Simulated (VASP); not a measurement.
# Pt (Fm-3m) in VASP: single point with RPBE+D3(BJ)

Aim: the single point of Pt with RPBE+D3(BJ).

Program: VASP 6.6.1. These are calculated values, not measurements. Logs are shortened: lines on timing, memory, paths and dates and some standing lists are left out, and cuts for length are marked.

## 1. The cell of the first run

The structure is cubic, space group Fm-3m (No. 225). Conventional cell: a = 3.922 Å, b = 3.922 Å, c = 3.922 Å, α = 90.00°, β = 90.00°, γ = 90.00°. Within 3.7 Å of Pt (site symmetry m-3m) lie 12 Pt at 2.77 Å.

## 2. Single point, RPBE+D3(BJ)

Contents of INCAR:

```
SYSTEM = Pt
PREC = Accurate
ENCUT = 500
EDIFF = 1E-6
ISMEAR = 1
SIGMA = 0.15
LREAL = .FALSE.
LASPH = .TRUE.
NELM = 120
ALGO = Normal
ISIF = 2
LWAVE = .FALSE.
LCHARG = .FALSE.
GGA = RP
IVDW = 12
NBANDS = 72
GGA_COMPAT = .FALSE.
```

Contents of KPOINTS:

```
Automatic mesh
0
Gamma
  3 4 4
  0 0.5 0.5
```

Contents of POSCAR:

```
Pt
1.0
    0.0000000000      5.8827000000      5.8827000000
    3.9218000000      0.0000000000      3.9218000000
    3.9218000000      3.9218000000      0.0000000000
Pt
12
Direct
    0.0000000000      0.0000000000      0.0000000000
    0.0000000000      0.0000000000      0.5000000000
    0.0000000000      0.5000000000      0.0000000000
    0.0000000000      0.5000000000      0.5000000000
    0.3333333333      0.0000000000      0.0000000000
    0.3333333333      0.0000000000      0.5000000000
    0.3333333333      0.5000000000      0.0000000000
    0.3333333333      0.5000000000      0.5000000000
    0.6666666667      0.0000000000      0.0000000000
    0.6666666667      0.0000000000      0.5000000000
    0.6666666667      0.5000000000      0.0000000000
    0.6666666667      0.5000000000      0.5000000000
```

Potentials or basis: VASP PAW PBE potentials, release 64 (Pt).

On the command line:

```sh
cat potpaw_PBE.64/Pt/POTCAR > POTCAR
mpirun -np 1 vasp_std > vasp.out
```

OUTCAR:

```text
SYSTEM = Pt
   PREC = Accurate
   ENCUT = 500
   EDIFF = 1E-6
   ISMEAR = 1
   LREAL = .FALSE.
   LASPH = .TRUE.
   NELM = 120
   ISIF = 2
   GGA = RP
   IVDW = 12
 IVDW          = 12

 ion  position               nearest neighbor table
   1  0.000  0.000  0.000-   5 2.77   9 2.77  10 2.77  11 2.77   6 2.77   7 2.77   2 2.77   4 2.77
                             2 2.77   3 2.77   4 2.77   3 2.77
   2  0.000  0.000  0.500-   6 2.77  10 2.77   9 2.77  12 2.77   5 2.77   8 2.77   1 2.77   3 2.77
                             1 2.77   3 2.77   4 2.77   4 2.77
   3  0.000  0.500  0.000-   7 2.77  11 2.77   9 2.77  12 2.77   8 2.77   5 2.77   2 2.77   4 2.77
                             1 2.77   1 2.77   2 2.77   4 2.77
   4  0.000  0.500  0.500-   8 2.77  12 2.77  11 2.77  10 2.77   7 2.77   6 2.77   1 2.77   3 2.77
                             2 2.77   1 2.77   2 2.77   3 2.77
   5  0.333  0.000  0.000-   1 2.77   2 2.77   3 2.77   6 2.77   7 2.77   6 2.77   8 2.77   7 2.77
                             8 2.77  10 2.77  11 2.77   9 2.77
   6  0.333  0.000  0.500-   2 2.77   1 2.77   4 2.77   5 2.77   8 2.77   5 2.77   7 2.77   7 2.77
                             8 2.77   9 2.77  12 2.77  10 2.77
   7  0.333  0.500  0.000-   3 2.77   1 2.77   4 2.77   5 2.77   8 2.77   6 2.77   8 2.77   5 2.77
                             6 2.77  12 2.77   9 2.77  11 2.77
   8  0.333  0.500  0.500-   4 2.77   3 2.77   2 2.77   6 2.77   7 2.77   5 2.77   7 2.77   5 2.77
                             6 2.77  11 2.77  10 2.77  12 2.77
   9  0.667  0.000  0.000-   1 2.77   2 2.77   3 2.77  10 2.77  10 2.77  12 2.77  11 2.77  11 2.77
                            12 2.77   6 2.77   7 2.77   5 2.77
  10  0.667  0.000  0.500-   2 2.77   1 2.77   4 2.77   9 2.77   9 2.77  11 2.77  12 2.77  11 2.77
                            12 2.77   5 2.77   8 2.77   6 2.77
  11  0.667  0.500  0.000-   3 2.77   4 2.77   1 2.77   9 2.77  10 2.77  12 2.77  12 2.77   9 2.77
                            10 2.77   5 2.77   8 2.77   7 2.77
  12  0.667  0.500  0.500-   4 2.77   3 2.77   2 2.77  10 2.77   9 2.77  11 2.77  11 2.77   9 2.77
                            10 2.77   6 2.77   7 2.77   8 2.77

  LATTYP: Found a face centered orthorhombic cell.
 ALAT       =     5.5462627489
 B/A-ratio  =     1.7320508076
 C/A-ratio  =     2.4494897428

  Lattice vectors:

 A1 = (   0.0000000000,   5.8827000000,   5.8827000000)
 A2 = (  -3.9218000000,   1.9609000000,   5.8827000000)
 A3 = (   3.9218000000,   0.0000000000,   3.9218000000)

Analysis of symmetry for initial positions (statically):
=====================================================================
 Subroutine PRICEL returns following result:

  LATTYP: Found a face centered cubic cell.
 ALAT       =     3.9218000000

  Lattice vectors:

 A1 = (   0.0000000000,   1.9608999998,   1.9608999998)
 A2 = (   1.9609000000,   0.0000000000,   1.9609000000)
 A3 = (   1.9609000000,   1.9609000000,   0.0000000000)

  12 primitive cells build up your supercell.

 Routine SETGRP: Setting up the symmetry group for a
 face centered orthorhombic supercell.

 Subroutine GETGRP returns: Found  4 space group operations
 (whereof  4 operations were pure point group operations)
 out of a pool of  8 trial point group operations.

The static configuration has the point symmetry C_2h.

Analysis of symmetry for dynamics (positions and initial velocities):
=====================================================================
 Subroutine PRICEL returns following result:

  LATTYP: Found a face centered cubic cell.
 ALAT       =     3.9218000000

  Lattice vectors:

 A1 = (   0.0000000000,   1.9608999998,   1.9608999998)
 A2 = (   1.9609000000,   0.0000000000,   1.9609000000)
 A3 = (   1.9609000000,   1.9609000000,   0.0000000000)

  12 primitive cells build up your supercell.

 Routine SETGRP: Setting up the symmetry group for a
 face centered orthorhombic supercell.

 Subroutine GETGRP returns: Found  4 space group operations
 (whereof  4 operations were pure point group operations)
 out of a pool of  8 trial point group operations.

The dynamic configuration has the point symmetry C_2h.

 Subroutine INISYM returns: Found  4 space group operations
 (whereof  4 operations are pure point group operations),
 and found    12 'primitive' translations

----------------------------------------------------------------------------------------

                                     Primitive cell

  volume of cell :      15.0798

  direct lattice vectors                    reciprocal lattice vectors
     0.000000000  1.960900000  1.960900000    -0.254984956  0.254984956  0.254984956
     1.960900000  0.000000000  1.960900000     0.254984956 -0.254984956  0.254984956
[... 24 lines left out ...]
     0.031873119 -0.031873119  0.031873119     0.000000000  0.250000000  0.000000000
     0.031873119  0.031873119 -0.031873119     0.000000000  0.000000000  0.250000000

  Length of vectors
     0.049071878  0.055205862  0.055205862

  Shift w.r.t. Gamma in fractional coordinates (k-lattice)
     0.000000000  0.500000000  0.500000000

 -----------------------------------------------------------------------------
|                                                                             |
|           W    W    AA    RRRRR   N    N  II  N    N   GGGG   !!!           |
|           W    W   A  A   R    R  NN   N  II  NN   N  G    G  !!!           |
|           W    W  A    A  R    R  N N  N  II  N N  N  G       !!!           |
|           W WW W  AAAAAA  RRRRR   N  N N  II  N  N N  G  GGG   !            |
|           WW  WW  A    A  R   R   N   NN  II  N   NN  G    G                |
|           W    W  A    A  R    R  N    N  II  N    N   GGGG   !!!           |
|                                                                             |
|     Your reciprocal lattice and k-lattice belong to different lattice       |
|     classes:                                                                |
|                                                                             |
|        The reciprocal lattice is body-centered orthorhombic,                |
|        whereas your k-lattice is base-centered monoclinic.                  |
|                                                                             |
|     Results are often still useful ...                                      |
|                                                                             |
 -----------------------------------------------------------------------------

 WARNING: IBZKPT: internal override: KBLOWUP is changed to .FALSE.
      ... skipping the blow-up phase ...

 Subroutine IBZKPT returns following result:
 ===========================================

 Found     16 irreducible k-points:

 Following reciprocal coordinates:
            Coordinates               Weight
  0.000000  0.125000  0.125000      2.000000
  0.333333  0.125000  0.125000      2.000000
 -0.333333  0.125000  0.125000      2.000000
  0.000000  0.375000  0.125000      4.000000
  0.333333  0.375000  0.125000      4.000000
 -0.333333  0.375000  0.125000      4.000000
[... 8 lines left out ...]
  0.000000 -0.375000  0.375000      2.000000
  0.333333 -0.375000  0.375000      4.000000
   k-points           NKPTS =     16   k-points in BZ     NKDIM =     16   number of bands    NBANDS=     72
   number of dos      NEDOS =    301   number of ions     NIONS =     12
   total plane-waves  NPLWV = 102400
   dimension x,y,z NGX =    64 NGY =   40 NGZ =   40
   dimension x,y,z NGXF=   128 NGYF=   80 NGZF=   80
   ions per type =              12
   NGX,Y,Z   is equivalent  to a cutoff of  12.79, 11.99, 11.99 a.u.
   NGXF,Y,Z  is equivalent  to a cutoff of  25.58, 23.98, 23.98 a.u.
 SYSTEM =  Pt
   PREC   = accura    normal or accurate (medium, high low for compatibility)
   ISTART =      0    job   : 0-new  1-cont  2-samecut
   ICHARG =      2    charge: 1-file 2-atom 10-const
   ISPIN  =      1    spin polarized calculation?
   LNONCOLLINEAR =      F non collinear calculations
   LSORBIT =      F    spin-orbit coupling
   LASPH  =      T    aspherical Exc in radial PAW
   ENCUT  =  500.0 eV  36.75 Ry    6.06 a.u.  15.17 10.11 10.11*2*pi/ulx,y,z
   NELM   =    120;   NELMIN=  2; NELMDL= -5     # of ELM steps
   EDIFF  = 0.1E-05   stopping-criterion for ELM
   LREAL  =      F    real-space projection
   EDIFFG = 0.1E-04   stopping-criterion for IOM
   NSW    =      0    number of steps for IOM
   IBRION =     -1    ionic relax: 0-MD 1-quasi-New 2-CG
   NFREE  =      0    steps in history (QN), initial steepest desc. (CG)
   ISIF   =      2    stress and relaxation
   ISYM   =      2    0-nonsym 1-usesym 2-fastsym
   POTIM  = 0.5000    time-step for ionic-motion
   TEBEG  =    0.0;   TEEND  =   0.0 temperature during run
   PSTRESS=    0.0 pullay stress
   NELECT =     120.0000    total number of electrons
   NUPDOWN=      -1.0000    fix difference up-down
   EMIN   =  10.00;   EMAX   =-10.00  energy-range for DOS
   EFERMI =   0.00;   METHOD = LEGACY
   ISMEAR =     1;   SIGMA  =   0.15  broadening in eV -4-tet -1-fermi 0-gaus
   EFERMI_NEDOS =   21; number of points for ismear=-14 and -15
   IALGO  =     38    algorithm
   IMIX   =      4    mixing-type and parameters
     AMIX     =   0.40;   BMIX     =  1.00
     AMIX_MAG =   1.60;   BMIX_MAG =  1.00
  volume/ion in A,a.u.               =      15.08       101.76
  Fermi-wavevector in a.u.,A,eV,Ry     =   1.427609  2.697791 27.729605  2.038068
  Thomas-Fermi vector in A             =   2.547760
   LORBIT       =      0    0 simple, 1 ext, 2 COOP (PROOUT), +10 PAW based schemes
   GGA     = RP    functional components
   LHFCALC =     F    Hartree Fock is set to
   AEXX    =    0.0000 exact exchange contribution
   IVDW    =    12    specifies the selected vdW correction
   LEPSILON=     F    determine dielectric tensor
   LRPA    =     F    only Hartree local field effects (RPA)
 non-spin polarized calculation
 Methfessel and Paxton  Order N= 1 SIGMA  =   0.15
  energy-cutoff  :      500.00
  volume of cell :      180.96
 maximum number of plane-waves:      4611
 NGX is ok and might be reduce to    64
   NGX = 31   NGY = 21   NGZ = 21

 number of electron     120.0000010 magnetization

 Free energy of the ion-electron system (eV)
  ---------------------------------------------------
  ext. energy  EPLUGINS =         0.00000000
  ---------------------------------------------------
  free energy    TOTEN  =       -65.12078656 eV

  energy without entropy =      -65.09174336  energy(sigma->0) =      -65.11110549

 E-fermi :  11.3678     XC(G=0): -13.4349

 val. band max:       11.3661995939   @ k =  -0.3333   0.3750   0.1250
 cond. band min:      11.3934077747   @ k =  -0.3333   0.1250   0.1250
 fundamental gap:      0.0272081808
 Fermi energy:        11.3678350193

 k-point     1 :       0.0000    0.1250    0.1250
  band No.  band energies     occupation
      1       1.3734      2.00000
      2       3.7567      2.00000
      3       4.1311      2.00000
      4       4.1691      2.00000
      5       4.1691      2.00000
      6       4.3615      2.00000
[... 1189 lines left out ...]
     71      16.7591      0.00000
     72      16.8697      0.00000

------------------------ aborting loop because EDIFF is reached ----------------------------------------

 Edisp (eV)  -51.87658

 E8    (eV) :   -35.1977

  FORCE on cell =-STRESS in cart. coord.  units (eV):
  Direction    XX          YY          ZZ          XY          YZ          ZX
  --------------------------------------------------------------------------------------
  -------------------------------------------------------------------------------------
  Total     -41.83447   -39.43615   -39.43615     0.11978    -0.97186     0.11978
  in kB    -370.39681  -349.16242  -349.16242     1.06053    -8.60469     1.06053
  external pressure =     -356.24 kB  Pullay stress =        0.00 kB

 VOLUME and BASIS-vectors are now :
 -----------------------------------------------------------------------------
  energy-cutoff  :      500.00
  volume of cell :      180.96
      direct lattice vectors                 reciprocal lattice vectors
     0.000000000  5.882700000  5.882700000    -0.084994985  0.084994985  0.084994985
     3.921800000  0.000000000  3.921800000     0.127492478 -0.127492478  0.127492478
     3.921800000  3.921800000  0.000000000     0.127492478  0.127492478 -0.127492478

 POSITION                                       TOTAL-FORCE (eV/Angst)
 -----------------------------------------------------------------------------------
      0.00000      0.00000      0.00000        -0.000000      0.000000      0.000000
      1.96090      1.96090      0.00000        -0.000000     -0.000000      0.000000
      1.96090      0.00000      1.96090         0.000000     -0.000000     -0.000000
      3.92180      1.96090      1.96090         0.000000     -0.000000      0.000000
      0.00000      1.96090      1.96090        -0.000000     -0.000000     -0.000000
      1.96090      3.92180      1.96090         0.000000     -0.000000     -0.000000
      1.96090      1.96090      3.92180         0.000000     -0.000000      0.000000
      3.92180      3.92180      3.92180        -0.000000     -0.000000     -0.000000
      0.00000      3.92180      3.92180         0.000000      0.000000      0.000000
      1.96090      5.88270      3.92180        -0.000000      0.000000      0.000000
      1.96090      3.92180      5.88270         0.000000      0.000000      0.000000
      3.92180      5.88270      5.88270         0.000000      0.000000      0.000000
 -----------------------------------------------------------------------------------
    total drift:                               -0.000000     -0.000000     -0.000000

  FREE ENERGIE OF THE ION-ELECTRON SYSTEM (eV)
  ---------------------------------------------------
  free  energy   TOTEN  =      -116.9973677043 eV

  energy  without entropy=     -116.9683245104  energy(sigma->0) =     -116.98768664
```

Run time: 2.4 min. Hardware: 1 thread of Intel Xeon Platinum 8488C (Sapphire Rapids), shared host; peak memory 0.37 GiB.

What came out:

| Item | Value |
| --- | --- |
| Free energy | -116.9974 eV |
| Pressure | -35.6 GPa |
| Band gap on the k mesh | zero (bands 60 and 61 overlap by 0.81 eV) |
| Dispersion energy per atom | -4.323 eV |

Caveat: three body term missing; the cell stands under tension; the dispersion term is far too large for a dense solid, which distorts pressure and volume; the PAW data sets were made with another functional, which shifts forces and pressure a little; spin-orbit coupling is left out, which moves the levels of the heavy elements.

The gap in the log of VASP goes by the Fermi energy; the results here count the filled bands.